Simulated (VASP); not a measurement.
# Tl (P6_3/mmc) in VASP: further runs

The runs below take Tl through single point, with PBEsol.

All numbers are computed with VASP 6.6.1; they aren't measurements. Logs are shortened: lines on timing, memory, paths and dates and some standing lists are left out, and cuts for length are marked.

## (1) The cell of the first run

The structure is hexagonal, space group P6_3/mmc (No. 194). Conventional cell: a = 3.732 Å, b = 3.732 Å, c = 5.525 Å, α = 90.00°, β = 90.00°, γ = 120.00°. Tl (site symmetry -6m2) has 12 Tl at 3.50 to 3.73 Å within 4.6 Å.

## (2) Single point, PBEsol (strain +0.080 along x and y, +0.000 along z)

Contents of INCAR:

```
PREC = Accurate
ENCUT = 520
EDIFF = 1E-7
ISMEAR = 0
SIGMA = 0.15
LREAL = F
LASPH = T
NELM = 80
ALGO = Fast
ISIF = 2
LWAVE = F
LCHARG = F
GGA = PS
NBANDS = 20
```

Contents of KPOINTS:

```
regular mesh
0
Gamma
  18 18 10
```

Contents of POSCAR:

```
Tl
1.0
    3.7324782250      0.0000000000      0.0000000000
   -1.8662391125      3.2324209619      0.0000000000
    0.0000000000      0.0000000000      5.5250000000
Tl
2
Direct
    0.3333333333      0.6666666667      0.2500000000
    0.6666666667      0.3333333333      0.7500000000
```

Potentials or basis: VASP PAW PBE potentials, release 64 (Tl_d).

Run with:

```sh
> cat potpaw_PBE.64/Tl_d/POTCAR > POTCAR
> mpirun -np 1 vasp_std > vasp.out
```

OUTCAR:

```text
PREC = Accurate
   ENCUT = 520
   EDIFF = 1E-7
   ISMEAR = 0
   LREAL = F
   LASPH = T
   NELM = 80
   ISIF = 2
   GGA = PS

 ion  position               nearest neighbor table
   1  0.333  0.667  0.250-   2 3.50   2 3.50   2 3.50   2 3.50   2 3.50   2 3.50
   2  0.667  0.333  0.750-   1 3.50   1 3.50   1 3.50   1 3.50   1 3.50   1 3.50

  LATTYP: Found a hexagonal cell.
 ALAT       =     3.7324782250
 C/A-ratio  =     1.4802497609

  Lattice vectors:

 A1 = (   3.7324782250,   0.0000000000,   0.0000000000)
 A2 = (  -1.8662391125,   3.2324209619,   0.0000000000)
 A3 = (   0.0000000000,   0.0000000000,   5.5250000000)

Analysis of symmetry for initial positions (statically):
=====================================================================
 Subroutine PRICEL returns:
 Original cell was already a primitive cell.

 Routine SETGRP: Setting up the symmetry group for a
 hexagonal supercell.

 Subroutine GETGRP returns: Found 24 space group operations
 (whereof 12 operations were pure point group operations)
 out of a pool of 24 trial point group operations.

The static configuration has the point symmetry D_3d.
 The point group associated with its full space group is D_6h.

Analysis of symmetry for dynamics (positions and initial velocities):
=====================================================================
 Subroutine PRICEL returns:
 Original cell was already a primitive cell.

 Routine SETGRP: Setting up the symmetry group for a
 hexagonal supercell.

 Subroutine GETGRP returns: Found 24 space group operations
 (whereof 12 operations were pure point group operations)
 out of a pool of 24 trial point group operations.

The dynamic configuration has the point symmetry D_3d.
 The point group associated with its full space group is D_6h.

 Subroutine INISYM returns: Found 24 space group operations
 (whereof 12 operations are pure point group operations),
 and found     1 'primitive' translations

----------------------------------------------------------------------------------------

                                     Primitive cell

  volume of cell :      66.6588

  direct lattice vectors                    reciprocal lattice vectors
     3.732478225  0.000000000  0.000000000     0.267918509  0.154682823  0.000000000
    -1.866239112  3.232420962  0.000000000     0.000000000  0.309365646  0.000000000
     0.000000000  0.000000000  5.525000000     0.000000000  0.000000000  0.180995475

  length of vectors
     3.732478225  3.732478225  5.525000000     0.309365646  0.309365646  0.180995475

  position of ions in fractional coordinates (direct lattice)
     0.333333333  0.666666667  0.250000000
     0.666666667  0.333333333  0.750000000

  ion indices of the primitive-cell ions
   primitive index   ion index
                 1           1
                 2           2

----------------------------------------------------------------------------------------

 KPOINTS: regular mesh

Automatic generation of k-mesh.
 Grid dimensions read from file:
 generate k-points for:   18   18   10

 Generating k-lattice:

  Cartesian coordinates                     Fractional coordinates (reciprocal lattice)
     0.014884362  0.008593490  0.000000000     0.055555556  0.000000000  0.000000000
     0.000000000  0.017186980  0.000000000     0.000000000  0.055555556  0.000000000
     0.000000000  0.000000000  0.018099548     0.000000000  0.000000000  0.100000000

  Length of vectors
     0.017186980  0.017186980  0.018099548

  Shift w.r.t. Gamma in fractional coordinates (k-lattice)
     0.000000000  0.000000000  0.000000000

 Subroutine IBZKPT returns following result:
 ===========================================

 Found    222 irreducible k-points:

 Following reciprocal coordinates:
            Coordinates               Weight
  0.000000  0.000000  0.000000      1.000000
  0.055556 -0.000000  0.000000      6.000000
  0.111111 -0.000000  0.000000      6.000000
  0.166667  0.000000  0.000000      6.000000
  0.222222  0.000000  0.000000      6.000000
  0.277778  0.000000  0.000000      6.000000
[... 16 lines left out ...]
  0.333333  0.111111  0.000000     12.000000
  0.388889  0.111111  0.000000     12.000000
 [... further k-points ...]
   k-points           NKPTS =    222   k-points in BZ     NKDIM =    222   number of bands    NBANDS=     20
   number of dos      NEDOS =    301   number of ions     NIONS =      2
   total plane-waves  NPLWV =  32928
   dimension x,y,z NGX =    28 NGY =   28 NGZ =   42
   dimension x,y,z NGXF=    56 NGYF=   56 NGZF=   84
   ions per type =               2
   NGX,Y,Z   is equivalent  to a cutoff of  12.47, 12.47, 12.64 a.u.
   NGXF,Y,Z  is equivalent  to a cutoff of  24.94, 24.94, 25.28 a.u.
 SYSTEM =  unknown system
   PREC   = accura    normal or accurate (medium, high low for compatibility)
   ISTART =      0    job   : 0-new  1-cont  2-samecut
   ICHARG =      2    charge: 1-file 2-atom 10-const
   ISPIN  =      1    spin polarized calculation?
   LNONCOLLINEAR =      F non collinear calculations
   LSORBIT =      F    spin-orbit coupling
   LASPH  =      T    aspherical Exc in radial PAW
   ENCUT  =  520.0 eV  38.22 Ry    6.18 a.u.   6.94  6.94 10.27*2*pi/ulx,y,z
   NELM   =     80;   NELMIN=  2; NELMDL= -5     # of ELM steps
   EDIFF  = 0.1E-06   stopping-criterion for ELM
   LREAL  =      F    real-space projection
   EDIFFG = 0.1E-05   stopping-criterion for IOM
   NSW    =      0    number of steps for IOM
   IBRION =     -1    ionic relax: 0-MD 1-quasi-New 2-CG
   NFREE  =      0    steps in history (QN), initial steepest desc. (CG)
   ISIF   =      2    stress and relaxation
   ISYM   =      2    0-nonsym 1-usesym 2-fastsym
   POTIM  = 0.5000    time-step for ionic-motion
   TEBEG  =    0.0;   TEEND  =   0.0 temperature during run
   PSTRESS=    0.0 pullay stress
   NELECT =      26.0000    total number of electrons
   NUPDOWN=      -1.0000    fix difference up-down
   EMIN   =  10.00;   EMAX   =-10.00  energy-range for DOS
   EFERMI =   0.00;   METHOD = LEGACY
   ISMEAR =     0;   SIGMA  =   0.15  broadening in eV -4-tet -1-fermi 0-gaus
   EFERMI_NEDOS =   21; number of points for ismear=-14 and -15
   IALGO  =     68    algorithm
   IMIX   =      4    mixing-type and parameters
     AMIX     =   0.40;   BMIX     =  1.00
     AMIX_MAG =   1.60;   BMIX_MAG =  1.00
  volume/ion in A,a.u.               =      33.33       224.92
  Fermi-wavevector in a.u.,A,eV,Ry     =   1.196135  2.260367 19.466378  1.430738
  Thomas-Fermi vector in A             =   2.332083
   LORBIT       =      0    0 simple, 1 ext, 2 COOP (PROOUT), +10 PAW based schemes
   GGA     = PS    functional components
   LHFCALC =     F    Hartree Fock is set to
   AEXX    =    0.0000 exact exchange contribution
   IVDW    =     0    specifies the selected vdW correction
   LEPSILON=     F    determine dielectric tensor
   LRPA    =     F    only Hartree local field effects (RPA)
 non-spin polarized calculation
 RMM-DIIS sequential band-by-band and
 Gauss-broadening in eV      SIGMA  =   0.15
  energy-cutoff  :      520.00
  volume of cell :       66.66
 maximum number of plane-waves:      1816
 NGX is ok and might be reduce to    28
   NGX = 13   NGY = 13   NGZ = 21

 number of electron      26.0000003 magnetization

 Free energy of the ion-electron system (eV)
  ---------------------------------------------------
  ext. energy  EPLUGINS =         0.00000000
  ---------------------------------------------------
  free energy    TOTEN  =        -5.13981167 eV

  energy without entropy =       -5.12821422  energy(sigma->0) =       -5.13401294

 E-fermi :   4.9044     XC(G=0):  -9.6150

 val. band max:        4.9025601128   @ k =   0.2222   0.0556   0.2000
 cond. band min:       4.9225885552   @ k =   0.1667   0.1667   0.2000
 fundamental gap:      0.0200284425
 Fermi energy:         4.9043849618

 k-point     1 :       0.0000    0.0000    0.0000
  band No.  band energies     occupation
      1      -6.5804      2.00000
      2      -6.4351      2.00000
      3      -6.4351      2.00000
      4      -6.4263      2.00000
      5      -6.4263      2.00000
      6      -6.3921      2.00000
[... 12 lines left out ...]
     19      14.2031      0.00000
     20      15.4001      0.00000

 k-point     2 :       0.0556   -0.0000    0.0000
  band No.  band energies     occupation
      1      -6.5760      2.00000
      2      -6.4473      2.00000
      3      -6.4305      2.00000
      4      -6.4298      2.00000
      5      -6.4276      2.00000
      6      -6.3903      2.00000
[... 12 lines left out ...]
     19      14.6217      0.00000
     20      15.1607      0.00000

 k-point     3 :       0.1111   -0.0000    0.0000
  band No.  band energies     occupation
      1      -6.5673      2.00000
      2      -6.4659      2.00000
      3      -6.4424      2.00000
      4      -6.4405      2.00000
      5      -6.4058      2.00000
      6      -6.3863      2.00000
[... 12 lines left out ...]
     19      14.5152      0.00000
     20      15.1647      0.00000

 k-point     4 :       0.1667    0.0000    0.0000
  band No.  band energies     occupation
      1      -6.5684      2.00000
      2      -6.4735      2.00000
      3      -6.4596      2.00000
      4      -6.4582      2.00000
      5      -6.3795      2.00000
      6      -6.3726      2.00000
[... 12 lines left out ...]
     19      13.8139      0.00000
     20      15.9691      0.00000

 k-point     5 :       0.2222    0.0000    0.0000
  band No.  band energies     occupation
      1      -6.5868      2.00000
      2      -6.4823      2.00000
      3      -6.4795      2.00000
      4      -6.4697      2.00000
      5      -6.3666      2.00000
      6      -6.3319      2.00000
[... 12 lines left out ...]
     19      13.3087      0.00000
     20      15.3546      0.00000
[... 353 lines left out ...]
      6      -6.2754      2.00000
[... 12 lines left out ...]
     19      13.7409      0.00000
     20      13.9380      0.00000

 k-point    22 :       0.2778    0.1111    0.0000
  band No.  band energies     occupation
      1      -6.6069      2.00000
      2      -6.5725      2.00000
      3      -6.4894      2.00000
      4      -6.4806      2.00000
      5      -6.3263      2.00000
      6      -6.2641      2.00000
[... 12 lines left out ...]
     19      13.4669      0.00000
     20      13.5482      0.00000

 k-point    23 :       0.3333    0.1111    0.0000
  band No.  band energies     occupation
      1      -6.6268      2.00000
      2      -6.5983      2.00000
      3      -6.4972      2.00000
      4      -6.4742      2.00000
      5      -6.3080      2.00000
      6      -6.2821      2.00000
[... 12 lines left out ...]
     19      13.2711      0.00000
     20      13.2807      0.00000

 k-point    24 :       0.3889    0.1111    0.0000
  band No.  band energies     occupation
      1      -6.6396      2.00000
      2      -6.6153      2.00000
      3      -6.5021      2.00000
      4      -6.4720      2.00000
      5      -6.2933      2.00000
      6      -6.2924      2.00000
[... 12 lines left out ...]
     19      13.1235      0.00000
     20      13.1543      0.00000

 [... further k-points ...]
[... 5 lines left out ...]
  --------------------------------------------------------------------------------------
  -------------------------------------------------------------------------------------
  Total       -1.5541084     -1.5541084     -1.2849826      0.0000000     -0.0000000      0.0000000
  in kB      -37.3537685    -37.3537685    -30.8851953      0.0000000     -0.0000000      0.0000000
  external PRESSURE =     -35.1975775 kB  Pullay stress =       0.0000000 kB

 VOLUME and BASIS-vectors are now :
 -----------------------------------------------------------------------------
  energy-cutoff  :      520.00
  volume of cell :       66.66
      direct lattice vectors                 reciprocal lattice vectors
     3.732478225  0.000000000  0.000000000     0.267918509  0.154682823  0.000000000
    -1.866239112  3.232420962  0.000000000     0.000000000  0.309365646  0.000000000
     0.000000000  0.000000000  5.525000000     0.000000000  0.000000000  0.180995475

 POSITION                                       TOTAL-FORCE (eV/Angst)
 -----------------------------------------------------------------------------------
     -0.00000      2.15495      1.38125         0.000000     -0.000000      0.000000
      1.86624      1.07747      4.14375        -0.000000      0.000000      0.000000
 -----------------------------------------------------------------------------------
    total drift:                                0.000000     -0.000000      0.000000

  FREE ENERGIE OF THE ION-ELECTRON SYSTEM (eV)
  ---------------------------------------------------
  free  energy   TOTEN  =        -5.1398116661 eV

  energy  without entropy=       -5.1282142203  energy(sigma->0) =       -5.13401294
```

It took 6.2 min on 1 thread of Oxide Virtual Turin-like, shared host; peak memory 0.32 GiB.

What came out:

```
Free energy            : -5.1398 eV
Pressure               : -3.5 GPa
Band gap on the k mesh : zero (band 13 reaches 8.68 eV, above the bottom of band 14 at 3.07 eV)
```

Caveat: the cell differs from its parent crystal (strain +0.080 along x and y, +0.000 along z); the PAW data sets were made with another functional, which shifts forces and pressure a little; spin-orbit coupling is left out, which moves the levels of the heavy elements.

## (3) Single point, PBEsol (strain -0.080 along x and y, -0.080 along z)

Contents of INCAR:

```
SYSTEM = Tl
ALGO = Fast
EDIFF = 1E-7
ENCUT = 520
GGA = PS
ISIF = 2
ISMEAR = 0
LASPH = .True.
LCHARG = .False.
LREAL = .False.
LWAVE = .False.
NBANDS = 20
NELM = 80
PREC = Accurate
SIGMA = 0.15
```

Contents of KPOINTS:

```
k-points
0
Gamma
  18 18 10
  0 0 0
```

Contents of POSCAR:

```
Tl
1.0
    3.1795184880      0.0000000000      0.0000000000
   -1.5897592440      2.7535437824      0.0000000000
    0.0000000000      0.0000000000      5.0830000000
Tl
2
Direct
    0.3333333333      0.6666666667      0.2500000000
    0.6666666667      0.3333333333      0.7500000000
```

Potentials or basis: VASP PAW PBE potentials, release 64 (Tl_d).

Run with:

```sh
> cat potpaw_PBE.64/Tl_d/POTCAR > POTCAR
> mpirun -np 1 vasp_std > vasp.out
```

OUTCAR:

```text
SYSTEM = Tl
   EDIFF = 1E-7
   ENCUT = 520
   GGA = PS
   ISIF = 2
   ISMEAR = 0
   LASPH = .True.
   LREAL = .False.
   NELM = 80
   PREC = Accurate

 ion  position               nearest neighbor table
   1  0.333  0.667  0.250-   2 3.14   2 3.14   2 3.14   2 3.14   2 3.14   2 3.14
   2  0.667  0.333  0.750-   1 3.14   1 3.14   1 3.14   1 3.14   1 3.14   1 3.14

  LATTYP: Found a hexagonal cell.
 ALAT       =     3.1795184880
 C/A-ratio  =     1.5986697417

  Lattice vectors:

 A1 = (   3.1795184880,   0.0000000000,   0.0000000000)
 A2 = (  -1.5897592440,   2.7535437824,   0.0000000000)
 A3 = (   0.0000000000,   0.0000000000,   5.0830000000)

Analysis of symmetry for initial positions (statically):
=====================================================================
 Subroutine PRICEL returns:
 Original cell was already a primitive cell.

 Routine SETGRP: Setting up the symmetry group for a
 hexagonal supercell.

 Subroutine GETGRP returns: Found 24 space group operations
 (whereof 12 operations were pure point group operations)
 out of a pool of 24 trial point group operations.

[... 157 lines left out ...]

 Free energy of the ion-electron system (eV)
  ---------------------------------------------------
  ext. energy  EPLUGINS =         0.00000000
  ---------------------------------------------------
  free energy    TOTEN  =        -4.71617529 eV

  energy without entropy =       -4.70668871  energy(sigma->0) =       -4.71143200

 E-fermi :   9.5162     XC(G=0): -11.6821

 val. band max:        9.5052217194   @ k =   0.3333   0.1111   0.4000
 cond. band min:       9.5171199072   @ k =   0.3889   0.1667   0.2000
 fundamental gap:      0.0118981877
 Fermi energy:         9.5162313335

 k-point     1 :       0.0000    0.0000    0.0000
  band No.  band energies     occupation
      1      -3.1816      2.00000
      2      -2.6708      2.00000
      3      -2.5656      2.00000
      4      -2.5564      2.00000
      5      -2.5564      2.00000
      6      -2.4479      2.00000
[... 541 lines left out ...]
     19      18.9162      0.00000
     20      20.8266      0.00000

 [... further k-points ...]
[... 5 lines left out ...]
  --------------------------------------------------------------------------------------
  -------------------------------------------------------------------------------------
  Total        4.8708167      4.8708167      5.2823505     -0.0000000      0.0000000      0.0000000
  in kB      175.3633846    175.3633846    190.1797829     -0.0000000      0.0000000      0.0000000
  external PRESSURE =     180.3021840 kB  Pullay stress =       0.0000000 kB

 VOLUME and BASIS-vectors are now :
 -----------------------------------------------------------------------------
  energy-cutoff  :      520.00
  volume of cell :       44.50
      direct lattice vectors                 reciprocal lattice vectors
     3.179518488  0.000000000  0.000000000     0.314513032  0.181584184  0.000000000
    -1.589759244  2.753543782  0.000000000     0.000000000  0.363168367  0.000000000
     0.000000000  0.000000000  5.083000000     0.000000000  0.000000000  0.196734212

 POSITION                                       TOTAL-FORCE (eV/Angst)
 -----------------------------------------------------------------------------------
     -0.00000      1.83570      1.27075         0.000000      0.000000      0.000000
      1.58976      0.91785      3.81225        -0.000000      0.000000      0.000000
 -----------------------------------------------------------------------------------
    total drift:                                0.000000     -0.000000      0.000000

  FREE ENERGIE OF THE ION-ELECTRON SYSTEM (eV)
  ---------------------------------------------------
  free  energy   TOTEN  =        -4.7161752938 eV

  energy  without entropy=       -4.7066887128  energy(sigma->0) =       -4.71143200
```

Run time: 2.4 min. Hardware: 1 thread of Oxide Virtual Turin-like, shared host; peak memory 0.24 GiB.

What came out:

```yaml
Free_energy: -4.7162 eV
Pressure: 18.0 GPa
Band_gap_on_the_k_mesh: zero (band 13 reaches 14.00 eV, above the bottom of band 14 at 6.25 eV)
```

Stress tensor (GPa, compression positive):
```
17.54  0.00  0.00
 0.00 17.54  0.00
 0.00  0.00 19.02
```

Caveat: the cell differs from its parent crystal (strain -0.080 along x and y, -0.080 along z); the PAW data sets were made with another functional, which shifts forces and pressure a little; spin-orbit coupling is left out, which moves the levels of the heavy elements.
